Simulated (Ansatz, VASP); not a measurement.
## Two plane-wave programs on MnS

```
S Mn
1.0
     1.83000    1.05655    2.97092
    -1.83000    1.05655    2.97092
     0.00000   -2.11310    2.97092
S Mn
1 1
Cartesian
  0.0000 0.0000 4.4564
  0.0000 0.0000 0.0000
```

Alike in both runs: task single point; functional PBE; k mesh 9 × 9 × 9; occupations gaussian, width 0.1 eV; collinear spin.

|  | VASP | Ansatz |
| --- | --- | --- |
| version | VASP 6.6.1 | Ansatz 0.2.0 |
| potentials or method | VASP PAW PBE potentials, release 64 (S, Mn_pv) | Ansatz PAW |
| plane-wave cutoff (eV) | 520 | 420 |
| valence electrons in the cell | 19 | 21 |

```csv
,VASP,Ansatz,Ansatz less VASP
gap on the k mesh at the Fermi level (eV),none,none,-
pressure (GPa),-1.5,-1.5,-0.01
"traceless stress, the component that is largest in VASP (GPa)",0.30,0.30,0.000
net moment per atom (μB),2.33,2.33,-0.001
size of the moment on the site where the two differ most (μB),4.22,4.16,-0.060
```

Site moments also hang on the region over which each program counts them. A gap of «none» marks a metal or a gap that the smearing closes. The functional is the same, so the differences come from potentials, cutoffs and numerics. VASP's potentials hold 19 valence electrons a cell and Ansatz's 21, so a difference there can come from the potentials and not from the codes.
